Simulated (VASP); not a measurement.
# PbSe (I4/mmm) in VASP: a series of runs, part 2 of 2

VASP 6.6.1. Earlier steps stand in the parts before.

### 5 Single point, PBE+D3(BJ) (27.47 Å³/atom)

INCAR

```
SYSTEM = PbSe
ALGO = Normal ; EDIFF = 1E-6
ENCUT = 520 ; GGA = PE
ISIF = 2 ; ISMEAR = 0
IVDW = 12 ; LASPH = .TRUE.
LCHARG = .TRUE. ; LELF = .TRUE.
LREAL = .FALSE. ; LVHAR = .TRUE.
LWAVE = .FALSE. ; NBANDS = 17
NELM = 60 ; PREC = Accurate
SIGMA = 0.03
```

KPOINTS

```
k-points
0
G
  10 10 10
  0 0 0
```

POSCAR

```
PbSe
1.0
    0.0000000000      3.0823709090      2.8909556756
    3.0823709090      0.0000000000      2.8909556756
    3.0823709090      3.0823709090      0.0000000000
Pb Se
1 1
Direct
    0.0000000000      0.0000000000      0.0000000000
    0.5000000000      0.5000000000      0.5000000000
```

Potentials or basis: VASP PAW PBE potentials, release 64 (Pb_d, Se).

Run with:

```
cat potpaw_PBE.64/Pb_d/POTCAR potpaw_PBE.64/Se/POTCAR > POTCAR
mpirun -np 1 vasp_std > vasp.out
```

OUTCAR:

```text
SYSTEM = PbSe
   EDIFF = 1E-6
   ENCUT = 520
   GGA = PE
   ISIF = 2
   ISMEAR = 0
   IVDW = 12
   LASPH = .TRUE.
   LREAL = .FALSE.
   NELM = 60
   PREC = Accurate
 IVDW          = 12

 ion  position               nearest neighbor table
   1  0.000  0.000  0.000-   2 2.89   2 2.89   2 3.08   2 3.08   2 3.08   2 3.08
   2  0.500  0.500  0.500-   1 2.89   1 2.89   1 3.08   1 3.08   1 3.08   1 3.08

  LATTYP: Found a body centered tetragonal cell.
 ALAT       =     4.3591307438
 C/A-ratio  =     1.3263909002

  Lattice vectors:

 A1 = (   0.0000000000,  -3.0823709090,  -2.8909556756)
 A2 = (   0.0000000000,   3.0823709090,  -2.8909556756)
 A3 = (   3.0823709090,   0.0000000000,   2.8909556756)

Analysis of symmetry for initial positions (statically):
=====================================================================
 Subroutine PRICEL returns:
 Original cell was already a primitive cell.

 Routine SETGRP: Setting up the symmetry group for a
 body centered tetragonal supercell.

 Subroutine GETGRP returns: Found 16 space group operations
 (whereof 16 operations were pure point group operations)
 out of a pool of 16 trial point group operations.

The static configuration has the point symmetry D_4h.

Analysis of symmetry for dynamics (positions and initial velocities):
=====================================================================
 Subroutine PRICEL returns:
 Original cell was already a primitive cell.

 Routine SETGRP: Setting up the symmetry group for a
 body centered tetragonal supercell.

 Subroutine GETGRP returns: Found 16 space group operations
 (whereof 16 operations were pure point group operations)
 out of a pool of 16 trial point group operations.

The dynamic configuration has the point symmetry D_4h.

 Subroutine INISYM returns: Found 16 space group operations
 (whereof 16 operations are pure point group operations),
 and found     1 'primitive' translations

----------------------------------------------------------------------------------------

                                     Primitive cell

  volume of cell :      54.9340

  direct lattice vectors                    reciprocal lattice vectors
     0.000000000  3.082370909  2.890955676    -0.162212795  0.162212795  0.172953188
     3.082370909  0.000000000  2.890955676     0.162212795 -0.162212795  0.172953188
     3.082370909  3.082370909  0.000000000     0.162212795  0.162212795 -0.172953188

  length of vectors
     4.225947839  4.225947839  4.359130744     0.287295644  0.287295644  0.287295644

  position of ions in fractional coordinates (direct lattice)
     0.000000000  0.000000000  0.000000000
     0.500000000  0.500000000  0.500000000

  ion indices of the primitive-cell ions
   primitive index   ion index
                 1           1
                 2           2

----------------------------------------------------------------------------------------

 KPOINTS: k-points

Automatic generation of k-mesh.
 Grid dimensions read from file:
 generate k-points for:   10   10   10

 Generating k-lattice:

  Cartesian coordinates                     Fractional coordinates (reciprocal lattice)
    -0.016221279  0.016221279  0.017295319     0.100000000 -0.000000000  0.000000000
     0.016221279 -0.016221279  0.017295319    -0.000000000  0.100000000  0.000000000
     0.016221279  0.016221279 -0.017295319     0.000000000  0.000000000  0.100000000

  Length of vectors
     0.028729564  0.028729564  0.028729564

  Shift w.r.t. Gamma in fractional coordinates (k-lattice)
     0.000000000  0.000000000  0.000000000

 Subroutine IBZKPT returns following result:
 ===========================================

 Found    102 irreducible k-points:

 Following reciprocal coordinates:
            Coordinates               Weight
  0.000000  0.000000  0.000000      1.000000
  0.100000  0.000000  0.000000      8.000000
  0.200000  0.000000  0.000000      8.000000
  0.300000  0.000000  0.000000      8.000000
  0.400000 -0.000000  0.000000      8.000000
  0.500000  0.000000  0.000000      4.000000
[... 16 lines left out ...]
  0.300000  0.300000  0.000000      2.000000
  0.400000  0.300000  0.000000      8.000000
 [... further k-points ...]
   k-points           NKPTS =    102   k-points in BZ     NKDIM =    102   number of bands    NBANDS=     17
   number of dos      NEDOS =    301   number of ions     NIONS =      2
   total plane-waves  NPLWV =  32768
   dimension x,y,z NGX =    32 NGY =   32 NGZ =   32
   dimension x,y,z NGXF=    64 NGYF=   64 NGZF=   64
   ions per type =               1   1
   NGX,Y,Z   is equivalent  to a cutoff of  12.59, 12.59, 12.20 a.u.
   NGXF,Y,Z  is equivalent  to a cutoff of  25.18, 25.18, 24.41 a.u.
 SYSTEM =  PbSe
   PREC   = accura    normal or accurate (medium, high low for compatibility)
   ISTART =      0    job   : 0-new  1-cont  2-samecut
   ICHARG =      2    charge: 1-file 2-atom 10-const
   ISPIN  =      1    spin polarized calculation?
   LNONCOLLINEAR =      F non collinear calculations
   LSORBIT =      F    spin-orbit coupling
   LASPH  =      T    aspherical Exc in radial PAW
   ENCUT  =  520.0 eV  38.22 Ry    6.18 a.u.   7.86  7.86  8.11*2*pi/ulx,y,z
   NELM   =     60;   NELMIN=  2; NELMDL= -5     # of ELM steps
   EDIFF  = 0.1E-05   stopping-criterion for ELM
   LREAL  =      F    real-space projection
   EDIFFG = 0.1E-04   stopping-criterion for IOM
   NSW    =      0    number of steps for IOM
   IBRION =     -1    ionic relax: 0-MD 1-quasi-New 2-CG
   NFREE  =      0    steps in history (QN), initial steepest desc. (CG)
   ISIF   =      2    stress and relaxation
   ISYM   =      2    0-nonsym 1-usesym 2-fastsym
   POTIM  = 0.5000    time-step for ionic-motion
   TEBEG  =    0.0;   TEEND  =   0.0 temperature during run
   PSTRESS=    0.0 pullay stress
   NELECT =      20.0000    total number of electrons
   NUPDOWN=      -1.0000    fix difference up-down
   EMIN   =  10.00;   EMAX   =-10.00  energy-range for DOS
   EFERMI =   0.00;   METHOD = LEGACY
   ISMEAR =     0;   SIGMA  =   0.03  broadening in eV -4-tet -1-fermi 0-gaus
   EFERMI_NEDOS =   21; number of points for ismear=-14 and -15
   IALGO  =     38    algorithm
   IMIX   =      4    mixing-type and parameters
     AMIX     =   0.40;   BMIX     =  1.00
     AMIX_MAG =   1.60;   BMIX_MAG =  1.00
  volume/ion in A,a.u.               =      27.47       185.36
  Fermi-wavevector in a.u.,A,eV,Ry     =   1.168973  2.209038 18.592327  1.366498
  Thomas-Fermi vector in A             =   2.305452
   LORBIT       =      0    0 simple, 1 ext, 2 COOP (PROOUT), +10 PAW based schemes
   GGA     = PE    functional components
   LHFCALC =     F    Hartree Fock is set to
   AEXX    =    0.0000 exact exchange contribution
   IVDW    =    12    specifies the selected vdW correction
   LEPSILON=     F    determine dielectric tensor
   LRPA    =     F    only Hartree local field effects (RPA)
 non-spin polarized calculation
 Gauss-broadening in eV      SIGMA  =   0.03
  energy-cutoff  :      520.00
  volume of cell :       54.93
 maximum number of plane-waves:      1504
   NGX = 15   NGY = 15   NGZ = 17

 number of electron      20.0000005 magnetization

 Free energy of the ion-electron system (eV)
  ---------------------------------------------------
  ext. energy  EPLUGINS =         0.00000000
  ---------------------------------------------------
  free energy    TOTEN  =        -8.04219445 eV

  energy without entropy =       -8.04205906  energy(sigma->0) =       -8.04212675

 E-fermi :   5.7669     XC(G=0):  -9.7241

 val. band max:        5.7667418063   @ k =   0.5000   0.0000   0.0000
 cond. band min:       5.7671301146   @ k =   0.5000   0.0000   0.0000
 fundamental gap:      0.0003883083
 Fermi energy:         5.7669359608

 k-point     1 :       0.0000    0.0000    0.0000
  band No.  band energies     occupation
      1     -11.3156      2.00000
      2     -11.3093      2.00000
      3     -11.2973      2.00000
      4     -11.2965      2.00000
      5     -11.2965      2.00000
      6      -8.3698      2.00000
[... 9 lines left out ...]
     16      12.3091      0.00000
     17      13.6426      0.00000
[... 441 lines left out ...]
 k-point    24 :       0.4000    0.3000    0.0000
  band No.  band energies     occupation
      1     -11.4125      2.00000
      2     -11.3274      2.00000
      3     -11.2963      2.00000
      4     -11.2521      2.00000
      5     -11.2495      2.00000
      6      -7.0273      2.00000
[... 9 lines left out ...]
     16      16.1122      0.00000
     17      17.3865      0.00000

 [... further k-points ...]

------------------------ aborting loop because EDIFF is reached ----------------------------------------

 Edisp (eV)   -0.76958

 E8    (eV) :    -0.3588

  FORCE on cell =-STRESS in cart. coord.  units (eV):
  Direction    XX          YY          ZZ          XY          YZ          ZX
  --------------------------------------------------------------------------------------
  -------------------------------------------------------------------------------------
  Total      -0.06836    -0.06836     3.73795     0.00000     0.00000     0.00000
  in kB      -1.99368    -1.99368   109.01927     0.00000     0.00000     0.00000
  external pressure =       35.01 kB  Pullay stress =        0.00 kB

 VOLUME and BASIS-vectors are now :
 -----------------------------------------------------------------------------
  energy-cutoff  :      520.00
  volume of cell :       54.93
      direct lattice vectors                 reciprocal lattice vectors
     0.000000000  3.082370909  2.890955676    -0.162212795  0.162212795  0.172953188
     3.082370909  0.000000000  2.890955676     0.162212795 -0.162212795  0.172953188
     3.082370909  3.082370909  0.000000000     0.162212795  0.162212795 -0.172953188

 POSITION                                       TOTAL-FORCE (eV/Angst)
 -----------------------------------------------------------------------------------
      0.00000      0.00000      0.00000         0.000000     -0.000000     -0.000000
      3.08237      3.08237      2.89096        -0.000000      0.000000      0.000000
 -----------------------------------------------------------------------------------
    total drift:                                0.000000     -0.000000     -0.000000

  FREE ENERGIE OF THE ION-ELECTRON SYSTEM (eV)
  ---------------------------------------------------
  free  energy   TOTEN  =        -8.8117707108 eV

  energy  without entropy=       -8.8116353110  energy(sigma->0) =       -8.81170301
```

Wall time 68 s (1 thread of Intel Xeon Platinum 8259CL at 2.50GHz (Skylake/Cascade Lake), shared host); peak memory 0.25 GiB.

What came out:

* Free energy: -8.8118 eV
* Pressure: 3.5 GPa
* Band gap on the k mesh: zero (filled and empty bands touch)
* Dispersion energy per atom: -0.385 eV

Levels at points of the mesh, in eV from the Fermi level:
| k point | band 8 | band 9 | band 10 | band 11 | band 12 | band 13 |
| --- | --- | --- | --- | --- | --- | --- |
| (0.00, 0.00, 0.00) | -2.65 | -2.04 | -2.04 | 4.16 | 4.16 | 5.78 |
| (0.50, 0.00, 0.00) | -1.87 | -1.75 | 0.00 | 0.00 | 1.26 | 1.71 |
| (0.50, 0.50, 0.00) | -5.60 | -3.77 | -3.77 | 3.18 | 5.42 | 5.42 |
| (0.50, 0.00, 0.50) | -5.48 | -3.97 | -3.27 | 3.46 | 4.96 | 5.83 |

Caveat: the cell stands under pressure; semilocal functionals underestimate gaps, so a narrow gap can read as zero; spin-orbit coupling is left out, which moves the levels of the heavy elements.

### 6 The runs side by side

```csv
cell,gap on the mesh (eV),pressure (GPa)
"a = 4.217, b = 4.217, c = 4.382 Å, angles 58.7, 58.7, 62.6°, 2 atoms",0.08,3.9
"a = 4.235, b = 4.235, c = 4.336 Å, angles 59.2, 59.2, 61.6°, 2 atoms",0.06,3.2
"a = 4.331, b = 4.331, c = 4.154 Å, angles 61.3, 61.3, 57.3°, 2 atoms",0.04,3.8
"a = 4.226, b = 4.226, c = 4.359 Å, angles 59.0, 59.0, 62.1°, 2 atoms",none,3.5
```

Alike in all rows: task single point; level PBE+D3(BJ); potentials or basis VASP PAW PBE potentials, release 64 (Pb_d, Se); no spin polarisation; k mesh 10 × 10 × 10; cutoff (eV) 520; smearing gaussian 0.03 eV.

Caveats: the cell stands under pressure; spin-orbit coupling is left out, which moves the levels of the heavy elements; semilocal functionals underestimate gaps, so a narrow gap can read as zero (at least some runs).

Absolute energies hang on the potentials; compare differences alone.
